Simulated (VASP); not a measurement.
# Ti3Al (Fm-3m) in VASP: a series of runs

Runs on Ti3Al. Level: PBEsol. Tasks: single point.

Program: VASP 6.6.1. These are calculated values, not measurements. Logs are shortened: lines on timing, memory, paths and dates and some standing lists are left out, and cuts for length are marked.

### 1 The cell of the first run

Symmetry: Fm-3m, No. 225, cubic system. The conventional cell has a = 6.382 Å, b = 6.382 Å, c = 6.382 Å, α = 90.00°, β = 90.00°, γ = 90.00°. Within 3.6 Å of Ti (site symmetry -43m) lie 10 Ti at 2.76 to 3.19 Å and 4 Al at 2.76 Å. Within 3.6 Å of Ti (site symmetry m-3m) lie 8 Ti at 2.76 Å and 6 Al at 3.19 Å. Within 3.6 Å of Al (site symmetry m-3m) lie 14 Ti at 2.76 to 3.19 Å.

### 2 Single point, PBEsol, collinear spin, ferromagnetic start

Input file INCAR:

```
SYSTEM = Ti3Al
PREC = Accurate ; ENCUT = 520
EDIFF = 1E-6 ; ISMEAR = 0
SIGMA = 0.15 ; LREAL = .False.
LASPH = .True. ; NELM = 150
ALGO = Normal ; ISIF = 2
LWAVE = .False. ; LCHARG = .False.
ISPIN = 2 ; MAGMOM = 0.6 0.6 0.6 0
LORBIT = 11 ; NUPDOWN = 1.8
LMAXMIX = 4 ; GGA = PS
NBANDS = 32
```

Input file KPOINTS:

```
regular mesh
0
Gamma
  12 12 12
  0 0 0
```

Input file POSCAR:

```
Ti3Al
1.0
    0.0000000000      3.1911121595      3.1911121595
    3.1911121595      0.0000000000      3.1911121595
    3.1911121595      3.1911121595      0.0000000000
Ti Al
3 1
Direct
    0.7500000000      0.7500000000      0.7500000000
    0.2500000000      0.2500000000      0.2500000000
    0.0000000000      0.0000000000      0.0000000000
    0.5000000000      0.5000000000      0.5000000000
```

Potentials or basis: VASP PAW PBE potentials, release 64 (Ti_sv, Al).

Run with:

```sh
$ cat potpaw_PBE.64/Ti_sv/POTCAR potpaw_PBE.64/Al/POTCAR > POTCAR
$ mpirun -np 1 vasp_std > vasp.out
```

OUTCAR:

```text
SYSTEM = Ti3Al
   PREC = Accurate
   ENCUT = 520
   EDIFF = 1E-6
   ISMEAR = 0
   LREAL = .False.
   LASPH = .True.
   NELM = 150
   ISIF = 2
   ISPIN = 2
   LORBIT = 11
   NUPDOWN = 1.8
   GGA = PS

 ion  position               nearest neighbor table
   1  0.750  0.750  0.750-   4 2.76   4 2.76   4 2.76   3 2.76   4 2.76   3 2.76   3 2.76   3 2.76

   2  0.250  0.250  0.250-   3 2.76   3 2.76   3 2.76   3 2.76   4 2.76   4 2.76   4 2.76   4 2.76

   3  0.000  0.000  0.000-   1 2.76   1 2.76   1 2.76   1 2.76   2 2.76   2 2.76   2 2.76   2 2.76

   4  0.500  0.500  0.500-   2 2.76   2 2.76   2 2.76   1 2.76   2 2.76   1 2.76   1 2.76   1 2.76

  LATTYP: Found a face centered cubic cell.
 ALAT       =     6.3822243190

  Lattice vectors:

 A1 = (   0.0000000000,   3.1911121595,   3.1911121595)
 A2 = (   3.1911121595,   0.0000000000,   3.1911121595)
 A3 = (   3.1911121595,   3.1911121595,   0.0000000000)

Analysis of symmetry for initial positions (statically):
=====================================================================
 Subroutine PRICEL returns:
 Original cell was already a primitive cell.

 Routine SETGRP: Setting up the symmetry group for a
 face centered cubic supercell.

 Subroutine GETGRP returns: Found 48 space group operations
 (whereof 48 operations were pure point group operations)
 out of a pool of 48 trial point group operations.

The static configuration has the point symmetry O_h .

Analysis of symmetry for dynamics (positions and initial velocities):
=====================================================================
 Subroutine PRICEL returns:
 Original cell was already a primitive cell.

 Routine SETGRP: Setting up the symmetry group for a
 face centered cubic supercell.

 Subroutine GETGRP returns: Found 48 space group operations
 (whereof 48 operations were pure point group operations)
 out of a pool of 48 trial point group operations.

The dynamic configuration has the point symmetry O_h .

Analysis of structural, dynamic, and magnetic symmetry:
=====================================================================
 Subroutine PRICEL returns:
 Original cell was already a primitive cell.

 Routine SETGRP: Setting up the symmetry group for a
 face centered cubic supercell.

 Subroutine GETGRP returns: Found 48 space group operations
 (whereof 48 operations were pure point group operations)
 out of a pool of 48 trial point group operations.

The overall configuration has the point symmetry O_h .

 Subroutine INISYM returns: Found 48 space group operations
 (whereof 48 operations are pure point group operations),
 and found     1 'primitive' translations

----------------------------------------------------------------------------------------

                                     Primitive cell

  volume of cell :      64.9914

  direct lattice vectors                    reciprocal lattice vectors
     0.000000000  3.191112159  3.191112159    -0.156685185  0.156685185  0.156685185
     3.191112159  0.000000000  3.191112159     0.156685185 -0.156685185  0.156685185
     3.191112159  3.191112159  0.000000000     0.156685185  0.156685185 -0.156685185

  length of vectors
     4.512914095  4.512914095  4.512914095     0.271386702  0.271386702  0.271386702

  position of ions in fractional coordinates (direct lattice)
     0.750000000  0.750000000  0.750000000
     0.250000000  0.250000000  0.250000000
     0.000000000  0.000000000  0.000000000
     0.500000000  0.500000000  0.500000000

  ion indices of the primitive-cell ions
   primitive index   ion index
                 1           1
                 2           2
                 3           3
                 4           4

----------------------------------------------------------------------------------------

 KPOINTS: regular mesh

Automatic generation of k-mesh.
 Grid dimensions read from file:
 generate k-points for:   12   12   12

 Generating k-lattice:

  Cartesian coordinates                     Fractional coordinates (reciprocal lattice)
    -0.013057099  0.013057099  0.013057099     0.083333333  0.000000000  0.000000000
     0.013057099 -0.013057099  0.013057099     0.000000000  0.083333333  0.000000000
     0.013057099  0.013057099 -0.013057099     0.000000000  0.000000000  0.083333333

  Length of vectors
     0.022615558  0.022615558  0.022615558

  Shift w.r.t. Gamma in fractional coordinates (k-lattice)
     0.000000000  0.000000000  0.000000000

 Subroutine IBZKPT returns following result:
 ===========================================

 Found     72 irreducible k-points:

 Following reciprocal coordinates:
            Coordinates               Weight
  0.000000  0.000000  0.000000      1.000000
  0.083333  0.000000  0.000000      8.000000
  0.166667  0.000000  0.000000      8.000000
  0.250000  0.000000  0.000000      8.000000
  0.333333  0.000000  0.000000      8.000000
  0.416667  0.000000  0.000000      8.000000
[... 16 lines left out ...]
  0.500000  0.166667  0.000000     24.000000
 -0.416667  0.166667  0.000000     24.000000
 [... further k-points ...]
   k-points           NKPTS =     72   k-points in BZ     NKDIM =     72   number of bands    NBANDS=     32
   number of dos      NEDOS =    301   number of ions     NIONS =      4
   total plane-waves  NPLWV =  46656
   dimension x,y,z NGX =    36 NGY =   36 NGZ =   36
   dimension x,y,z NGXF=    72 NGYF=   72 NGZF=   72
   ions per type =               3   1
   NGX,Y,Z   is equivalent  to a cutoff of  13.26, 13.26, 13.26 a.u.
   NGXF,Y,Z  is equivalent  to a cutoff of  26.52, 26.52, 26.52 a.u.
 SYSTEM =  Ti3Al
   PREC   = accura    normal or accurate (medium, high low for compatibility)
   ISTART =      0    job   : 0-new  1-cont  2-samecut
   ICHARG =      2    charge: 1-file 2-atom 10-const
   ISPIN  =      2    spin polarized calculation?
   LNONCOLLINEAR =      F non collinear calculations
   LSORBIT =      F    spin-orbit coupling
   LASPH  =      T    aspherical Exc in radial PAW
   ENCUT  =  520.0 eV  38.22 Ry    6.18 a.u.   8.39  8.39  8.39*2*pi/ulx,y,z
   NELM   =    150;   NELMIN=  2; NELMDL= -5     # of ELM steps
   EDIFF  = 0.1E-05   stopping-criterion for ELM
   LREAL  =      F    real-space projection
   EDIFFG = 0.1E-04   stopping-criterion for IOM
   NSW    =      0    number of steps for IOM
   IBRION =     -1    ionic relax: 0-MD 1-quasi-New 2-CG
   NFREE  =      0    steps in history (QN), initial steepest desc. (CG)
   ISIF   =      2    stress and relaxation
   ISYM   =      2    0-nonsym 1-usesym 2-fastsym
   POTIM  = 0.5000    time-step for ionic-motion
   TEBEG  =    0.0;   TEEND  =   0.0 temperature during run
   PSTRESS=    0.0 pullay stress
   NELECT =      39.0000    total number of electrons
   NUPDOWN=       1.8000    fix difference up-down
   EMIN   =  10.00;   EMAX   =-10.00  energy-range for DOS
   EFERMI =   0.00;   METHOD = LEGACY
   ISMEAR =     0;   SIGMA  =   0.15  broadening in eV -4-tet -1-fermi 0-gaus
   EFERMI_NEDOS =   21; number of points for ismear=-14 and -15
   IALGO  =     38    algorithm
   IMIX   =      4    mixing-type and parameters
     AMIX     =   0.40;   BMIX     =  1.00
     AMIX_MAG =   1.60;   BMIX_MAG =  1.00
  volume/ion in A,a.u.               =      16.25       109.65
  Fermi-wavevector in a.u.,A,eV,Ry     =   1.380843  2.609415 25.942601  1.906727
  Thomas-Fermi vector in A             =   2.505683
   LORBIT       =     11    0 simple, 1 ext, 2 COOP (PROOUT), +10 PAW based schemes
   GGA     = PS    functional components
   LHFCALC =     F    Hartree Fock is set to
   AEXX    =    0.0000 exact exchange contribution
   IVDW    =     0    specifies the selected vdW correction
   LEPSILON=     F    determine dielectric tensor
   LRPA    =     F    only Hartree local field effects (RPA)
 spin polarized calculation
 Gauss-broadening in eV      SIGMA  =   0.15
  energy-cutoff  :      520.00
  volume of cell :       64.99
 maximum number of plane-waves:      1807
 NGX is ok and might be reduce to    36
   NGX = 17   NGY = 17   NGZ = 17

 number of electron      39.0000011 magnetization       1.8000001

 Free energy of the ion-electron system (eV)
  ---------------------------------------------------
  ext. energy  EPLUGINS =         0.00000000
  ---------------------------------------------------
  free energy    TOTEN  =       -29.76162067 eV

  energy without entropy =      -29.70078268  energy(sigma->0) =      -29.73120167

 E-fermi :   8.3521     XC(G=0): -11.5387

 val. band max:        8.3631545400   @ k =  -0.4167   0.2500   0.0833
 cond. band min:       8.3523818870   @ k =  -0.4167   0.3333   0.1667
 fundamental gap:     -0.0107726530
 Fermi energy:         8.3696452157

 spin component 1

 k-point     1 :       0.0000    0.0000    0.0000
  band No.  band energies     occupation
      1     -48.0904      1.00000
      2     -47.9708      1.00000
      3     -47.8698      1.00000
      4     -24.5328      1.00000
      5     -24.5328      1.00000
      6     -24.5328      1.00000
[... 805 lines left out ...]
     30      12.8521      0.00000
     31      13.0950      0.00000

 [... further k-points ...]

 spin component 2

 k-point     1 :       0.0000    0.0000    0.0000
  band No.  band energies     occupation
      1     -47.8331      1.00000
      2     -47.7758      1.00000
      3     -47.1455      1.00000
      4     -24.2352      1.00000
      5     -24.2352      1.00000
      6     -24.2352      1.00000
[... 805 lines left out ...]
     30      13.1732      0.00000
     31      13.3738      0.00000

 [... further k-points ...]

 [bands above 31 left out]

------------------------ aborting loop because EDIFF is reached ----------------------------------------

  FORCE on cell =-STRESS in cart. coord.  units (eV):
  Direction    XX          YY          ZZ          XY          YZ          ZX
  --------------------------------------------------------------------------------------
  -------------------------------------------------------------------------------------
  Total        0.0394456      0.0394456      0.0394456      0.0000000      0.0000000      0.0000000
  in kB        0.9724184      0.9724184      0.9724184      0.0000000      0.0000000      0.0000000
  external PRESSURE =       0.9724184 kB  Pullay stress =       0.0000000 kB

 VOLUME and BASIS-vectors are now :
 -----------------------------------------------------------------------------
  energy-cutoff  :      520.00
  volume of cell :       64.99
      direct lattice vectors                 reciprocal lattice vectors
     0.000000000  3.191112159  3.191112159    -0.156685185  0.156685185  0.156685185
     3.191112159  0.000000000  3.191112159     0.156685185 -0.156685185  0.156685185
     3.191112159  3.191112159  0.000000000     0.156685185  0.156685185 -0.156685185

 POSITION                                       TOTAL-FORCE (eV/Angst)
 -----------------------------------------------------------------------------------
      4.78667      4.78667      4.78667         0.000000     -0.000000     -0.000000
      1.59556      1.59556      1.59556        -0.000000      0.000000      0.000000
      0.00000      0.00000      0.00000        -0.000000      0.000000     -0.000000
      3.19111      3.19111      3.19111        -0.000000      0.000000     -0.000000
 -----------------------------------------------------------------------------------
    total drift:                                0.000000      0.000000      0.000000

  FREE ENERGIE OF THE ION-ELECTRON SYSTEM (eV)
  ---------------------------------------------------
  free  energy   TOTEN  =       -29.7616206665 eV

  energy  without entropy=      -29.7007826810  energy(sigma->0) =      -29.73120167

 total charge

# of ion       s       p       d       tot
------------------------------------------
    1        2.220   6.136   1.932  10.289
    2        2.220   6.136   1.932  10.289
    3        2.259   6.102   2.001  10.363
    4        0.409   0.429   0.000   0.838
--------------------------------------------------
tot          7.109  18.803   5.866  31.778

 magnetization (x)

# of ion       s       p       d       tot
------------------------------------------
    1        0.002   0.032   0.198   0.233
    2        0.002   0.032   0.198   0.233
    3        0.011   0.028   0.860   0.900
    4       -0.006  -0.010   0.000  -0.016
--------------------------------------------------
tot          0.010   0.082   1.257   1.350
```

Run time: 6.8 min. Hardware: 1 thread of Oxide Virtual Turin-like, shared host; peak memory 0.35 GiB.

Results:

| Property | Result |
| --- | --- |
| Free energy | -29.7616 eV |
| Pressure | 0.1 GPa |
| Net moment | 1.80 μB per cell |
| Site moments | Ti +0.23, +0.90; Al -0.02 μB |
| Valence electrons inside the program's atomic spheres | Ti 10.29, 10.36; Al 0.84 |

Caveat: the PAW data sets were made with another functional, which shifts forces and pressure a little; the total moment is fixed, so each spin has its own Fermi level.

### 3 Single point, PBEsol, collinear spin, ferromagnetic start

Input file INCAR:

```
PREC = Accurate ; ENCUT = 520
EDIFF = 1E-6 ; ISMEAR = 0
SIGMA = 0.15 ; LREAL = F
LASPH = T ; NELM = 150
ALGO = Normal ; ISIF = 2
LWAVE = F ; LCHARG = F
ISPIN = 2 ; MAGMOM = 0.4 0.4 0.4 0
LORBIT = 11 ; NUPDOWN = 1.2
LMAXMIX = 4 ; GGA = PS
NBANDS = 32
```

Input file KPOINTS:

```
regular mesh
0
Gamma
  12 12 12
```

POSCAR is that of step 2.

Potentials or basis: VASP PAW PBE potentials, release 64 (Ti_sv, Al).

Run with:

```sh
$ cat potpaw_PBE.64/Ti_sv/POTCAR potpaw_PBE.64/Al/POTCAR > POTCAR
$ mpirun -np 1 vasp_std > vasp.out
```

Run time: 7.5 min. Hardware: 1 thread of Oxide Virtual Turin-like, shared host; peak memory 0.34 GiB.

Results (log left out):

```yaml
Free_energy: -29.7554 eV
Pressure: -0.5 GPa
Net_moment: 1.20 μB per cell
Site_moments: Ti +0.11, +0.71; Al -0.01 μB
Valence_electrons_inside_the_program's_atomic_spheres: Ti 10.29, 10.36; Al 0.84
```

Caveat: the PAW data sets were made with another functional, which shifts forces and pressure a little; the total moment is fixed, so each spin has its own Fermi level.

(Part 1 of 2 ends here.)
